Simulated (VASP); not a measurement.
# LiF (P6_3/mmc) in VASP: notebook

The runs below take LiF through single point, with r2SCAN.

Everything below comes from runs of VASP 6.6.1. Logs are shortened: lines on timing, memory, paths and dates and some standing lists are left out, and cuts for length are marked.

### Step 1. The cell of the first run

It takes space group P6_3/mmc (No. 194, hexagonal). Conventional cell: a = 3.280 Å, b = 3.280 Å, c = 4.000 Å, α = 90.00°, β = 90.00°, γ = 120.00°. Li (site symmetry -6m2) has 5 F at 1.89 to 2.00 Å within 2.5 Å. Within 2.5 Å of F (site symmetry -6m2) lie 5 Li at 1.89 to 2.00 Å.

### Step 2. Single point, r2SCAN

The input, POSCAR:

```
LiF
1.0
    3.2800799273      0.0000000000      0.0000000000
   -1.6400399637      2.8406325435      0.0000000000
    0.0000000000      0.0000000000      3.9995957589
Li F
2 2
Direct
    0.3333333333      0.6666666667      0.2500000000
    0.6666666667      0.3333333333      0.7500000000
    0.6666666667      0.3333333333      0.2500000000
    0.3333333333      0.6666666667      0.7500000000
```

The input, INCAR.step1:

```
PREC = Accurate
ENCUT = 520
ISMEAR = -1
SIGMA = 0.02
LREAL = F
LASPH = T
NELM = 100
NBANDS = 18
GGA = PE
ALGO = Normal
EDIFF = 1E-4
LWAVE = T
LCHARG = F
```

The input, INCAR.step2:

```
PREC = Accurate
ENCUT = 520
EDIFF = 1E-7
ISMEAR = -1
SIGMA = 0.02
LREAL = F
LASPH = T
NELM = 100
ALGO = Normal
ISIF = 2
LWAVE = F
LCHARG = T
METAGGA = R2SCAN
LMIXTAU = T
LELF = T
LVHAR = T
NBANDS = 18
ISTART = 1
```

The input, KPOINTS:

```
Automatic mesh
0
Gamma
  12 12 6
```

Potentials or basis: VASP PAW PBE potentials, release 64 (Li_sv, F).

Run with:

```sh
$ cat potpaw_PBE.64/Li_sv/POTCAR potpaw_PBE.64/F/POTCAR > POTCAR
$ cp INCAR.step1 INCAR
$ mpirun -np 1 vasp_std > vasp.out
$ cp INCAR.step2 INCAR
$ mpirun -np 1 vasp_std > vasp.out
```

OUTCAR:

```text
PREC = Accurate
   ENCUT = 520
   EDIFF = 1E-7
   ISMEAR = -1
   LREAL = F
   LASPH = T
   NELM = 100
   ISIF = 2
   METAGGA = R2SCAN
   ISTART = 1

 ion  position               nearest neighbor table
   1  0.333  0.667  0.250-   3 1.89   3 1.89   3 1.89   4 2.00   4 2.00
   2  0.667  0.333  0.750-   4 1.89   4 1.89   4 1.89   3 2.00   3 2.00
   3  0.667  0.333  0.250-   1 1.89   1 1.89   1 1.89   2 2.00   2 2.00
   4  0.333  0.667  0.750-   2 1.89   2 1.89   2 1.89   1 2.00   1 2.00

  LATTYP: Found a hexagonal cell.
 ALAT       =     3.2800799273
 C/A-ratio  =     1.2193592374

  Lattice vectors:

 A1 = (   3.2800799273,   0.0000000000,   0.0000000000)
 A2 = (  -1.6400399637,   2.8406325435,   0.0000000000)
 A3 = (   0.0000000000,   0.0000000000,   3.9995957589)

Analysis of symmetry for initial positions (statically):
=====================================================================
 Subroutine PRICEL returns:
 Original cell was already a primitive cell.

 Routine SETGRP: Setting up the symmetry group for a
 hexagonal supercell.

 Subroutine GETGRP returns: Found 24 space group operations
 (whereof 12 operations were pure point group operations)
 out of a pool of 24 trial point group operations.

The static configuration has the point symmetry D_3d.
 The point group associated with its full space group is D_6h.

Analysis of symmetry for dynamics (positions and initial velocities):
=====================================================================
 Subroutine PRICEL returns:
 Original cell was already a primitive cell.

 Routine SETGRP: Setting up the symmetry group for a
 hexagonal supercell.

 Subroutine GETGRP returns: Found 24 space group operations
 (whereof 12 operations were pure point group operations)
 out of a pool of 24 trial point group operations.

The dynamic configuration has the point symmetry D_3d.
 The point group associated with its full space group is D_6h.

 Subroutine INISYM returns: Found 24 space group operations
 (whereof 12 operations are pure point group operations),
 and found     1 'primitive' translations

----------------------------------------------------------------------------------------

                                     Primitive cell

  volume of cell :      37.2662

  direct lattice vectors                    reciprocal lattice vectors
     3.280079927  0.000000000  0.000000000     0.304870620  0.176017134  0.000000000
    -1.640039964  2.840632543  0.000000000     0.000000000  0.352034269  0.000000000
     0.000000000  0.000000000  3.999595759     0.000000000  0.000000000  0.250025268

  length of vectors
     3.280079927  3.280079927  3.999595759     0.352034269  0.352034269  0.250025268

  position of ions in fractional coordinates (direct lattice)
     0.333333333  0.666666667  0.250000000
     0.666666667  0.333333333  0.750000000
     0.666666667  0.333333333  0.250000000
     0.333333333  0.666666667  0.750000000

  ion indices of the primitive-cell ions
   primitive index   ion index
                 1           1
                 2           2
                 3           3
                 4           4

----------------------------------------------------------------------------------------

 KPOINTS: Automatic mesh

Automatic generation of k-mesh.
 Grid dimensions read from file:
 generate k-points for:   12   12    6

 Generating k-lattice:

  Cartesian coordinates                     Fractional coordinates (reciprocal lattice)
     0.025405885  0.014668095  0.000000000     0.083333333  0.000000000  0.000000000
     0.000000000  0.029336189  0.000000000     0.000000000  0.083333333  0.000000000
     0.000000000  0.000000000  0.041670878     0.000000000  0.000000000  0.166666667

  Length of vectors
     0.029336189  0.029336189  0.041670878

  Shift w.r.t. Gamma in fractional coordinates (k-lattice)
     0.000000000  0.000000000  0.000000000

 Subroutine IBZKPT returns following result:
 ===========================================

 Found     76 irreducible k-points:

 Following reciprocal coordinates:
            Coordinates               Weight
  0.000000  0.000000  0.000000      1.000000
  0.083333  0.000000  0.000000      6.000000
  0.166667  0.000000  0.000000      6.000000
  0.250000  0.000000  0.000000      6.000000
  0.333333  0.000000  0.000000      6.000000
  0.416667  0.000000  0.000000      6.000000
[... 16 lines left out ...]
  0.250000  0.000000  0.166667     12.000000
  0.333333  0.000000  0.166667     12.000000
 [... further k-points ...]
   k-points           NKPTS =     76   k-points in BZ     NKDIM =     76   number of bands    NBANDS=     18
   number of dos      NEDOS =    301   number of ions     NIONS =      4
   total plane-waves  NPLWV =  17280
   dimension x,y,z NGX =    24 NGY =   24 NGZ =   30
   dimension x,y,z NGXF=    48 NGYF=   48 NGZF=   60
   ions per type =               2   2
   NGX,Y,Z   is equivalent  to a cutoff of  12.16, 12.16, 12.47 a.u.
   NGXF,Y,Z  is equivalent  to a cutoff of  24.33, 24.33, 24.94 a.u.
 SYSTEM =  unknown system
   PREC   = accura    normal or accurate (medium, high low for compatibility)
   ISTART =      1    job   : 0-new  1-cont  2-samecut
   ICHARG =      0    charge: 1-file 2-atom 10-const
   ISPIN  =      1    spin polarized calculation?
   LNONCOLLINEAR =      F non collinear calculations
   LSORBIT =      F    spin-orbit coupling
   LASPH  =      T    aspherical Exc in radial PAW
   ENCUT  =  520.0 eV  38.22 Ry    6.18 a.u.   6.10  6.10  7.44*2*pi/ulx,y,z
   NELM   =    100;   NELMIN=  2; NELMDL=  0     # of ELM steps
   EDIFF  = 0.1E-06   stopping-criterion for ELM
   LREAL  =      F    real-space projection
   EDIFFG = 0.1E-05   stopping-criterion for IOM
   NSW    =      0    number of steps for IOM
   IBRION =     -1    ionic relax: 0-MD 1-quasi-New 2-CG
   NFREE  =      0    steps in history (QN), initial steepest desc. (CG)
   ISIF   =      2    stress and relaxation
   ISYM   =      2    0-nonsym 1-usesym 2-fastsym
   POTIM  = 0.5000    time-step for ionic-motion
   TEBEG  =    0.0;   TEEND  =   0.0 temperature during run
   PSTRESS=    0.0 pullay stress
   NELECT =      20.0000    total number of electrons
   NUPDOWN=      -1.0000    fix difference up-down
   EMIN   =  10.00;   EMAX   =-10.00  energy-range for DOS
   EFERMI =   0.00;   METHOD = LEGACY
   ISMEAR =    -1;   SIGMA  =   0.02  broadening in eV -4-tet -1-fermi 0-gaus
   EFERMI_NEDOS =   21; number of points for ismear=-14 and -15
   IALGO  =     38    algorithm
   IMIX   =      4    mixing-type and parameters
     AMIX     =   0.40;   BMIX     =  1.00
     AMIX_MAG =   1.60;   BMIX_MAG =  1.00
  volume/ion in A,a.u.               =       9.32        62.87
  Fermi-wavevector in a.u.,A,eV,Ry     =   1.330392  2.514076 24.081536  1.769943
  Thomas-Fermi vector in A             =   2.459482
   LORBIT       =      0    0 simple, 1 ext, 2 COOP (PROOUT), +10 PAW based schemes
   METAGGA = R2SCAN    functional components
   LHFCALC =     F    Hartree Fock is set to
   AEXX    =    0.0000 exact exchange contribution
   IVDW    =     0    specifies the selected vdW correction
   LEPSILON=     F    determine dielectric tensor
   LRPA    =     F    only Hartree local field effects (RPA)
 non-spin polarized calculation
  energy-cutoff  :      520.00
  volume of cell :       37.27
 maximum number of plane-waves:      1032
   NGX = 13   NGY = 13   NGZ = 15

 number of electron      19.9999999 magnetization

 Free energy of the ion-electron system (eV)
  ---------------------------------------------------
  ext. energy  EPLUGINS =         0.00000000
  ---------------------------------------------------
  free energy    TOTEN  =       -23.70042252 eV

  energy without entropy =      -23.70042252  energy(sigma->0) =      -23.70042252

 E-fermi :  -1.8343     XC(G=0):  -9.6914

 val. band max:       -2.3904174287   @ k =   0.0000   0.0000   0.0000
 cond. band min:       6.2508875009   @ k =   0.0000   0.0000   0.0000
 fundamental gap:      8.6413049295
 Fermi energy:        -1.8342544628

 k-point     1 :       0.0000    0.0000    0.0000
  band No.  band energies     occupation
      1     -44.3768      2.00000
      2     -44.2970      2.00000
      3     -23.4339      2.00000
      4     -22.7933      2.00000
      5      -5.2860      2.00000
      6      -3.6777      2.00000
[... 10 lines left out ...]
     17      17.3374      0.00000
     18      22.9130      0.00000

 k-point     2 :       0.0833    0.0000    0.0000
  band No.  band energies     occupation
      1     -44.3747      2.00000
      2     -44.2973      2.00000
      3     -23.4246      2.00000
      4     -22.8036      2.00000
      5      -5.2364      2.00000
      6      -3.7248      2.00000
[... 10 lines left out ...]
     17      17.5878      0.00000
     18      21.8485      0.00000

 k-point     3 :       0.1667    0.0000    0.0000
  band No.  band energies     occupation
      1     -44.3687      2.00000
      2     -44.2983      2.00000
      3     -23.3969      2.00000
      4     -22.8331      2.00000
      5      -5.0930      2.00000
      6      -3.8503      2.00000
[... 10 lines left out ...]
     17      18.0881      0.00000
     18      20.0722      0.00000

 k-point     4 :       0.2500    0.0000    0.0000
  band No.  band energies     occupation
      1     -44.3599      2.00000
      2     -44.3004      2.00000
      3     -23.3535      2.00000
      4     -22.8792      2.00000
      5      -4.8709      2.00000
      6      -4.0718      2.00000
[... 10 lines left out ...]
     17      18.5441      0.00000
     18      18.8855      0.00000

 k-point     5 :       0.3333    0.0000    0.0000
  band No.  band energies     occupation
      1     -44.3497      2.00000
      2     -44.3038      2.00000
      3     -23.2992      2.00000
      4     -22.9356      2.00000
      5      -4.5989      2.00000
      6      -4.3194      2.00000
[... 10 lines left out ...]
     17      18.8518      0.00000
     18      19.9285      0.00000

 k-point     6 :       0.4167    0.0000    0.0000
  band No.  band energies     occupation
      1     -44.3407      2.00000
      2     -44.3079      2.00000
      3     -23.2455      2.00000
      4     -22.9911      2.00000
      5      -4.5065      2.00000
      6      -4.3326      2.00000
[... 10 lines left out ...]
     17      19.0033      0.00000
     18      19.8036      0.00000

 k-point     7 :       0.5000    0.0000    0.0000
  band No.  band energies     occupation
      1     -44.3367      2.00000
      2     -44.3102      2.00000
      3     -23.2186      2.00000
      4     -23.0185      2.00000
      5      -4.5752      2.00000
      6      -4.2475      2.00000
[... 10 lines left out ...]
     17      19.0439      0.00000
     18      19.6767      0.00000

 k-point     8 :       0.0833    0.0833    0.0000
  band No.  band energies     occupation
      1     -44.3707      2.00000
      2     -44.2979      2.00000
      3     -23.4060      2.00000
      4     -22.8233      2.00000
      5      -5.1399      2.00000
      6      -3.8435      2.00000
[... 10 lines left out ...]
     17      17.9855      0.00000
     18      20.7437      0.00000
[... 229 lines left out ...]
     17      16.7633      0.00000
     18      20.3154      0.00000

 k-point    20 :       0.0000    0.0000    0.1667
  band No.  band energies     occupation
      1     -44.3712      2.00000
      2     -44.3020      2.00000
      3     -23.4010      2.00000
      4     -22.8477      2.00000
      5      -5.0676      2.00000
      6      -3.6233      2.00000
[... 10 lines left out ...]
     17      17.0232      0.00000
     18      21.2996      0.00000

 k-point    21 :       0.0833    0.0000    0.1667
  band No.  band energies     occupation
      1     -44.3692      2.00000
      2     -44.3021      2.00000
      3     -23.3928      2.00000
      4     -22.8564      2.00000
      5      -5.0305      2.00000
      6      -3.6673      2.00000
[... 10 lines left out ...]
     17      17.3020      0.00000
     18      20.8590      0.00000

 k-point    22 :       0.1667    0.0000    0.1667
  band No.  band energies     occupation
      1     -44.3637      2.00000
      2     -44.3027      2.00000
      3     -23.3685      2.00000
      4     -22.8814      2.00000
      5      -4.9270      2.00000
      6      -3.7787      2.00000
[... 10 lines left out ...]
     17      17.8101      0.00000
     18      19.7783      0.00000

 k-point    23 :       0.2500    0.0000    0.1667
  band No.  band energies     occupation
      1     -44.3556      2.00000
      2     -44.3040      2.00000
      3     -23.3304      2.00000
      4     -22.9203      2.00000
      5      -4.7858      2.00000
      6      -3.9410      2.00000
[... 10 lines left out ...]
     17      18.0931      0.00000
     18      18.7331      0.00000

 k-point    24 :       0.3333    0.0000    0.1667
  band No.  band energies     occupation
      1     -44.3464      2.00000
      2     -44.3065      2.00000
      3     -23.2830      2.00000
      4     -22.9683      2.00000
      5      -4.6836      2.00000
      6      -4.0670      2.00000
[... 10 lines left out ...]
     17      18.4258      0.00000
     18      18.8113      0.00000

 [... further k-points ...]

------------------------ aborting loop because EDIFF is reached ----------------------------------------

  FORCE on cell =-STRESS in cart. coord.  units (eV):
  Direction    XX          YY          ZZ          XY          YZ          ZX
  --------------------------------------------------------------------------------------
  -------------------------------------------------------------------------------------
  Total       -0.1001543     -0.1001543     -0.1338807      0.0000000      0.0000000      0.0000000
  in kB       -4.3059073     -4.3059073     -5.7558956      0.0000000      0.0000000      0.0000000
  external PRESSURE =      -4.7892367 kB  Pullay stress =       0.0000000 kB

 VOLUME and BASIS-vectors are now :
 -----------------------------------------------------------------------------
  energy-cutoff  :      520.00
  volume of cell :       37.27
      direct lattice vectors                 reciprocal lattice vectors
     3.280079927  0.000000000  0.000000000     0.304870620  0.176017134  0.000000000
    -1.640039964  2.840632543  0.000000000     0.000000000  0.352034269  0.000000000
     0.000000000  0.000000000  3.999595759     0.000000000  0.000000000  0.250025268

 POSITION                                       TOTAL-FORCE (eV/Angst)
 -----------------------------------------------------------------------------------
     -0.00000      1.89376      0.99990         0.000000     -0.000000      0.000000
      1.64004      0.94688      2.99970         0.000000      0.000000      0.000000
      1.64004      0.94688      0.99990        -0.000000      0.000000      0.000000
     -0.00000      1.89376      2.99970         0.000000     -0.000000      0.000000
 -----------------------------------------------------------------------------------
    total drift:                               -0.000000     -0.000000     -0.000000

  FREE ENERGIE OF THE ION-ELECTRON SYSTEM (eV)
  ---------------------------------------------------
  free  energy   TOTEN  =       -23.7004225161 eV

  energy  without entropy=      -23.7004225161  energy(sigma->0) =      -23.70042252
```

Wall time 3.5 min (1 thread of Intel Xeon 8259CL, shared host); peak memory 0.17 GiB.

Results:

```yaml
Free_energy: -23.7004 eV
Band_gap_on_the_k_mesh: 8.64 eV
```

Caveat: the cutoff is under 1.25 times the usual one of these potentials, so pressure, stress and relaxed cells hold a basis-set (Pulay) error; the PAW data sets were made with another functional, which shifts forces and pressure a little. A k mesh can miss the band edges.

### Step 3. Single point, r2SCAN

POSCAR is that of step 2.

The input, INCAR.step1:

```
SYSTEM = LiF
PREC = Accurate ; ENCUT = 520
ISMEAR = 0 ; SIGMA = 0.01
LREAL = .FALSE. ; LASPH = .TRUE.
NELM = 60 ; NBANDS = 18
GGA = PE ; ALGO = Normal
EDIFF = 1E-4 ; LWAVE = .TRUE.
LCHARG = .FALSE.
```

The input, INCAR.step2:

```
SYSTEM = LiF
PREC = Accurate ; ENCUT = 520
EDIFF = 1E-7 ; ISMEAR = 0
SIGMA = 0.01 ; LREAL = .FALSE.
LASPH = .TRUE. ; NELM = 60
ALGO = Normal ; ISIF = 2
LWAVE = .FALSE. ; LCHARG = .FALSE.
METAGGA = R2SCAN ; LMIXTAU = .TRUE.
NBANDS = 18 ; ISTART = 1
```

The input, KPOINTS:

```
regular mesh
0
G
  12 12 6
  0 0 0
```

Potentials or basis: VASP PAW PBE potentials, release 64 (Li_sv, F).

Run with:

```sh
$ cat potpaw_PBE.64/Li_sv/POTCAR potpaw_PBE.64/F/POTCAR > POTCAR
$ cp INCAR.step1 INCAR
$ mpirun -np 1 vasp_std > vasp.out
$ cp INCAR.step2 INCAR
$ mpirun -np 1 vasp_std > vasp.out
```

It took 3.5 min on 1 thread of Intel Xeon 8259CL, shared host; peak memory 0.17 GiB.

Results (log left out):

```yaml
Free_energy: -23.7004 eV
Band_gap_on_the_k_mesh: 8.64 eV
```

Levels at points of the mesh, in eV from the valence-band top:
```csv
k point,band 8,band 9,band 10,band 11,band 12,band 13
"(0.00, 0.00, 0.00)",-0.50,-0.50,0.00,8.64,15.86,17.64
"(0.50, 0.00, 0.00)",-1.02,-0.90,-0.48,11.18,14.87,16.04
"(0.00, 0.00, 0.50)",-0.88,-0.88,-0.88,11.18,11.18,18.17
"(0.50, 0.00, 0.50)",-1.20,-0.41,-0.41,11.82,11.82,16.98
```

Caveat: the cutoff is under 1.25 times the usual one of these potentials, so pressure, stress and relaxed cells hold a basis-set (Pulay) error; the PAW data sets were made with another functional, which shifts forces and pressure a little. A k mesh can miss the band edges.
